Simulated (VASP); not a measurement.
# C (Fmmm) in VASP: further runs

The runs below take C through electric field gradients, with PBEsol.

Everything below comes from runs of VASP 6.6.1. Logs are shortened: lines on timing, memory, paths and dates and some standing lists are left out, and cuts for length are marked.

### Step 1. The cell of the first run

The structure is orthorhombic, space group Fmmm (No. 69). The conventional cell has a = 2.456 Å, b = 4.254 Å, c = 6.763 Å, α = 90.00°, β = 90.00°, γ = 90.00°. Within 1.9 Å of C (site symmetry m2m) lie 3 C at 1.42 Å.

### Step 2. Electric field gradients, PBEsol (zz strain of +1 %)

Contents of INCAR:

```
ALGO = Normal
EDIFF = 1E-8
ENCUT = 520
GGA = PS
ISIF = 2
ISMEAR = -1
LASPH = T
LCHARG = F
LEFG = T
LREAL = F
LWAVE = F
NBANDS = 11
NELM = 100
PREC = Accurate
SIGMA = 0.05
```

Contents of KPOINTS:

```
k-points
0
Gamma
  18 18 18
```

Contents of POSCAR:

```
C
1.0
    0.0000000000      2.1270000000      3.3814800000
    1.2280000000      0.0000000000      3.3814800000
    1.2280000000      2.1270000000      0.0000000000
C
2
Direct
    0.1666700000      0.8333300000      0.1666700000
    0.8333300000      0.1666700000      0.8333300000
```

Potentials or basis: VASP PAW PBE potentials, release 64 (C).

Launch:

```console
cat potpaw_PBE.64/C/POTCAR > POTCAR
mpirun -np 1 vasp_std > vasp.out
```

OUTCAR:

```text
EDIFF = 1E-8
   ENCUT = 520
   GGA = PS
   ISIF = 2
   ISMEAR = -1
   LASPH = T
   LREAL = F
   NELM = 100
   PREC = Accurate

 ion  position               nearest neighbor table
   1  0.167  0.833  0.167-   2 1.42   2 1.42   2 1.42
   2  0.833  0.167  0.833-   1 1.42   1 1.42   1 1.42

  LATTYP: Found a face centered orthorhombic cell.
 ALAT       =     2.4560000000
 B/A-ratio  =     1.7320846906
 C/A-ratio  =     2.7536482085

  Lattice vectors:

 A1 = (   0.0000000000,   2.1270000000,   3.3814800000)
 A2 = (   1.2280000000,   0.0000000000,   3.3814800000)
 A3 = (   1.2280000000,   2.1270000000,   0.0000000000)

Analysis of symmetry for initial positions (statically):
=====================================================================
 Subroutine PRICEL returns:
 Original cell was already a primitive cell.

 Routine SETGRP: Setting up the symmetry group for a
 face centered orthorhombic supercell.

 Subroutine GETGRP returns: Found  8 space group operations
 (whereof  8 operations were pure point group operations)
 out of a pool of  8 trial point group operations.

The static configuration has the point symmetry D_2h.

Analysis of symmetry for dynamics (positions and initial velocities):
=====================================================================
 Subroutine PRICEL returns:
 Original cell was already a primitive cell.

 Routine SETGRP: Setting up the symmetry group for a
 face centered orthorhombic supercell.

 Subroutine GETGRP returns: Found  8 space group operations
 (whereof  8 operations were pure point group operations)
 out of a pool of  8 trial point group operations.

The dynamic configuration has the point symmetry D_2h.

 Subroutine INISYM returns: Found  8 space group operations
 (whereof  8 operations are pure point group operations),
 and found     1 'primitive' translations

----------------------------------------------------------------------------------------

                                     Primitive cell

  volume of cell :      17.6646

  direct lattice vectors                    reciprocal lattice vectors
     0.000000000  2.127000000  3.381480000    -0.407166124  0.235072873  0.147864249
     1.228000000  0.000000000  3.381480000     0.407166124 -0.235072873  0.147864249
     1.228000000  2.127000000  0.000000000     0.407166124  0.235072873 -0.147864249

  length of vectors
     3.994813637  3.597553473  2.456036034     0.492856312  0.492856312  0.492856312

  position of ions in fractional coordinates (direct lattice)
     0.166670000  0.833330000  0.166670000
     0.833330000  0.166670000  0.833330000

  ion indices of the primitive-cell ions
   primitive index   ion index
                 1           1
                 2           2

----------------------------------------------------------------------------------------

 KPOINTS: k-points

Automatic generation of k-mesh.
 Grid dimensions read from file:
 generate k-points for:   18   18   18

 Generating k-lattice:

  Cartesian coordinates                     Fractional coordinates (reciprocal lattice)
    -0.022620340  0.013059604  0.008214680     0.055555556  0.000000000  0.000000000
     0.022620340 -0.013059604  0.008214680     0.000000000  0.055555556 -0.000000000
     0.022620340  0.013059604 -0.008214680     0.000000000 -0.000000000  0.055555556

  Length of vectors
     0.027380906  0.027380906  0.027380906

  Shift w.r.t. Gamma in fractional coordinates (k-lattice)
     0.000000000  0.000000000  0.000000000

 Subroutine IBZKPT returns following result:
 ===========================================

 Found    865 irreducible k-points:

 Following reciprocal coordinates:
            Coordinates               Weight
  0.000000  0.000000  0.000000      1.000000
  0.055556  0.000000 -0.000000      8.000000
  0.111111  0.000000 -0.000000      8.000000
  0.166667  0.000000  0.000000      8.000000
  0.222222  0.000000  0.000000      8.000000
  0.277778 -0.000000  0.000000      8.000000
[... 16 lines left out ...]
 -0.277778  0.055556 -0.000000      8.000000
 -0.222222  0.055556 -0.000000      8.000000
 [... further k-points ...]
   k-points           NKPTS =    865   k-points in BZ     NKDIM =    865   number of bands    NBANDS=     11
   number of dos      NEDOS =    301   number of ions     NIONS =      2
   total plane-waves  NPLWV =  15120
   dimension x,y,z NGX =    30 NGY =   28 NGZ =   18
   dimension x,y,z NGXF=    60 NGYF=   56 NGZF=   36
   ions per type =               2
   NGX,Y,Z   is equivalent  to a cutoff of  12.48, 12.94, 12.18 a.u.
   NGXF,Y,Z  is equivalent  to a cutoff of  24.97, 25.88, 24.37 a.u.
 SYSTEM =  unknown system
   PREC   = accura    normal or accurate (medium, high low for compatibility)
   ISTART =      0    job   : 0-new  1-cont  2-samecut
   ICHARG =      2    charge: 1-file 2-atom 10-const
   ISPIN  =      1    spin polarized calculation?
   LNONCOLLINEAR =      F non collinear calculations
   LSORBIT =      F    spin-orbit coupling
   LASPH  =      T    aspherical Exc in radial PAW
   ENCUT  =  520.0 eV  38.22 Ry    6.18 a.u.   7.43  6.69  4.57*2*pi/ulx,y,z
   NELM   =    100;   NELMIN=  2; NELMDL= -5     # of ELM steps
   EDIFF  = 0.1E-07   stopping-criterion for ELM
   LREAL  =      F    real-space projection
   EDIFFG = 0.1E-06   stopping-criterion for IOM
   NSW    =      0    number of steps for IOM
   IBRION =     -1    ionic relax: 0-MD 1-quasi-New 2-CG
   NFREE  =      0    steps in history (QN), initial steepest desc. (CG)
   ISIF   =      2    stress and relaxation
   ISYM   =      2    0-nonsym 1-usesym 2-fastsym
   POTIM  = 0.5000    time-step for ionic-motion
   TEBEG  =    0.0;   TEEND  =   0.0 temperature during run
   PSTRESS=    0.0 pullay stress
   NELECT =       8.0000    total number of electrons
   NUPDOWN=      -1.0000    fix difference up-down
   EMIN   =  10.00;   EMAX   =-10.00  energy-range for DOS
   EFERMI =   0.00;   METHOD = LEGACY
   ISMEAR =    -1;   SIGMA  =   0.05  broadening in eV -4-tet -1-fermi 0-gaus
   EFERMI_NEDOS =   21; number of points for ismear=-14 and -15
   IALGO  =     38    algorithm
   IMIX   =      4    mixing-type and parameters
     AMIX     =   0.40;   BMIX     =  1.00
     AMIX_MAG =   1.60;   BMIX_MAG =  1.00
  volume/ion in A,a.u.               =       8.83        59.60
  Fermi-wavevector in a.u.,A,eV,Ry     =   1.257199  2.375761 21.504670  1.580549
  Thomas-Fermi vector in A             =   2.390869
   LORBIT       =      0    0 simple, 1 ext, 2 COOP (PROOUT), +10 PAW based schemes
   GGA     = PS    functional components
   LHFCALC =     F    Hartree Fock is set to
   AEXX    =    0.0000 exact exchange contribution
   IVDW    =     0    specifies the selected vdW correction
   LEPSILON=     F    determine dielectric tensor
   LRPA    =     F    only Hartree local field effects (RPA)
 non-spin polarized calculation
  energy-cutoff  :      520.00
  volume of cell :       17.66
 maximum number of plane-waves:       499
 NGX is ok and might be reduce to    30
   NGX = 15   NGY = 13   NGZ =  9

 number of electron       8.0000000 magnetization

 Free energy of the ion-electron system (eV)
  ---------------------------------------------------
  ext. energy  EPLUGINS =         0.00000000
  ---------------------------------------------------
  free energy    TOTEN  =       -19.28280964 eV

  energy without entropy =      -19.28258973  energy(sigma->0) =      -19.28269968

 E-fermi :   4.5954     XC(G=0): -10.5125

 val. band max:        4.5604848773   @ k =  -0.2778   0.0556   0.3333
 cond. band min:       4.6363888854   @ k =  -0.2222   0.1111   0.3333
 fundamental gap:      0.0759040081
 Fermi energy:         4.5953677399

 k-point     1 :       0.0000    0.0000    0.0000
  band No.  band energies     occupation
      1     -15.0987      2.00000
      2      -2.0850      2.00000
      3       1.6243      2.00000
      4       1.6472      2.00000
      5       8.5420      0.00000
      6      12.9746      0.00000
      7      13.0426      0.00000
      8      16.1519      0.00000
      9      17.5737      0.00000
     10      27.0692      0.00000
     11      29.8329      0.00000

 k-point     2 :       0.0556    0.0000   -0.0000
  band No.  band energies     occupation
      1     -15.0224      2.00000
      2      -2.0184      2.00000
      3       1.3445      2.00000
      4       1.4710      2.00000
      5       8.6697      0.00000
      6      13.0597      0.00000
      7      13.3163      0.00000
      8      15.8755      0.00000
      9      17.7067      0.00000
     10      27.3219      0.00000
     11      29.1635      0.00000

 k-point     3 :       0.1111    0.0000   -0.0000
  band No.  band energies     occupation
      1     -14.7941      2.00000
      2      -1.8181      2.00000
      3       0.5298      2.00000
      4       1.0465      2.00000
      5       9.0506      0.00000
      6      13.1040      0.00000
      7      14.2160      0.00000
      8      15.0932      0.00000
      9      18.1340      0.00000
     10      27.4422      0.00000
     11      28.0626      0.00000

 k-point     4 :       0.1667    0.0000    0.0000
  band No.  band energies     occupation
      1     -14.4154      2.00000
      2      -1.4826      2.00000
      3      -0.6442      2.00000
      4       0.4770      2.00000
      5       9.6766      0.00000
      6      13.0478      0.00000
      7      13.9174      0.00000
      8      15.5699      0.00000
      9      18.8662      0.00000
     10      25.6876      0.00000
     11      28.9480      0.00000
[... 239 lines left out ...]
 k-point    22 :      -0.3333    0.0556    0.0000
  band No.  band energies     occupation
      1     -11.5066      2.00000
      2      -6.3956      2.00000
      3      -1.5137      2.00000
      4       1.3412      2.00000
      5       7.7499      0.00000
      6      12.2111      0.00000
      7      13.7674      0.00000
      8      20.2886      0.00000
      9      22.8334      0.00000
     10      23.2779      0.00000
     11      26.6066      0.00000

 k-point    23 :      -0.2778    0.0556   -0.0000
  band No.  band energies     occupation
      1     -12.4412      2.00000
      2      -4.9577      2.00000
      3      -1.1609      2.00000
      4       0.5564      2.00000
      5       9.2205      0.00000
      6      12.1372      0.00000
      7      12.6386      0.00000
      8      21.0040      0.00000
      9      21.1812      0.00000
     10      22.4891      0.00000
     11      27.1219      0.00000

 k-point    24 :      -0.2222    0.0556   -0.0000
  band No.  band energies     occupation
      1     -13.2458      2.00000
      2      -3.4798      2.00000
      3      -0.6892      2.00000
      4      -0.1819      2.00000
      5      10.7594      0.00000
      6      11.1689      0.00000
      7      12.6866      0.00000
      8      19.0997      0.00000
      9      20.9108      0.00000
     10      22.7521      0.00000
     11      27.8361      0.00000

 [... further k-points ...]
[... 5 lines left out ...]
  --------------------------------------------------------------------------------------
  -------------------------------------------------------------------------------------
  Total        0.2841293      0.2327246      0.1526253     -0.0000000      0.0000000      0.0000000
  in kB       25.7705640     21.1081530     13.8431375     -0.0000000      0.0000000      0.0000000
  external PRESSURE =      20.2406181 kB  Pullay stress =       0.0000000 kB

 VOLUME and BASIS-vectors are now :
 -----------------------------------------------------------------------------
  energy-cutoff  :      520.00
  volume of cell :       17.66
      direct lattice vectors                 reciprocal lattice vectors
     0.000000000  2.127000000  3.381480000    -0.407166124  0.235072873  0.147864249
     1.228000000  0.000000000  3.381480000     0.407166124 -0.235072873  0.147864249
     1.228000000  2.127000000  0.000000000     0.407166124  0.235072873 -0.147864249

 POSITION                                       TOTAL-FORCE (eV/Angst)
 -----------------------------------------------------------------------------------
      1.22800      0.70901      3.38148         0.000000      0.003671      0.000000
      1.22800      3.54499      3.38148         0.000000     -0.003671      0.000000
 -----------------------------------------------------------------------------------
    total drift:                               -0.000000     -0.000000     -0.000000

  FREE ENERGIE OF THE ION-ELECTRON SYSTEM (eV)
  ---------------------------------------------------
  free  energy   TOTEN  =       -19.2828096389 eV

  energy  without entropy=      -19.2825897291  energy(sigma->0) =      -19.28269968

 Electric field gradients (V/A^2)
---------------------------------------------------------------------
 ion       V_xx      V_yy      V_zz      V_xy      V_xz      V_yz
---------------------------------------------------------------------
   1     -15.959   -15.920    31.878    -0.000     0.001     0.000
   2     -15.959   -15.920    31.878    -0.000     0.001     0.000
---------------------------------------------------------------------

 Electric field gradients after diagonalization (V/A^2)
 (convention: |V_zz| > |V_xx| > |V_yy|)
----------------------------------------------------------------------
 ion       V_xx      V_yy      V_zz     asymmetry (V_yy - V_xx)/ V_zz
----------------------------------------------------------------------
   1     -15.959   -15.920    31.878       0.001
   2     -15.959   -15.920    31.878       0.001
----------------------------------------------------------------------

           NMR quadrupolar parameters

 Cq : quadrupolar parameter    Cq=e*Q*V_zz/h
 eta: asymmetry parameters     (V_yy - V_xx)/ V_zz
 Q  : nuclear electric quadrupole moment in mb (millibarn)
----------------------------------------------------------------------
 ion       Cq(MHz)       eta       Q (mb)
----------------------------------------------------------------------
   1       0.077       0.001       1.000
   2       0.077       0.001       1.000
----------------------------------------------------------------------
```

Wall time 2 min (1 thread of Intel Xeon Platinum 8488C (Sapphire Rapids), shared host); peak memory 0.24 GiB.

Results:

```yaml
Free_energy: -19.2828 eV
Pressure: 2.0 GPa
Largest_force: 0.004 eV/Å
Band_gap_on_the_k_mesh: 0.08 eV, indirect (least direct gap 0.15 eV)
```

Forces in eV/Å, atoms in the order of the input:
```
C    0.000  0.004  0.000
C    0.000 -0.004  0.000
```

Electric field gradients, principal values (V/Å²):
```csv
atom,least,middle,greatest (by size)
1 C,-15.920,-15.959,31.878
2 C,-15.920,-15.959,31.878
```

Caveat: the cell differs from its parent crystal (zz strain of +1 %); without QUAD_EFG the Cq values of the log hold for a quadrupole moment of 1 mb, not for the nuclei; the PAW data sets were made with another functional, which shifts forces and pressure a little.

(Continued in part 2 of 3.)
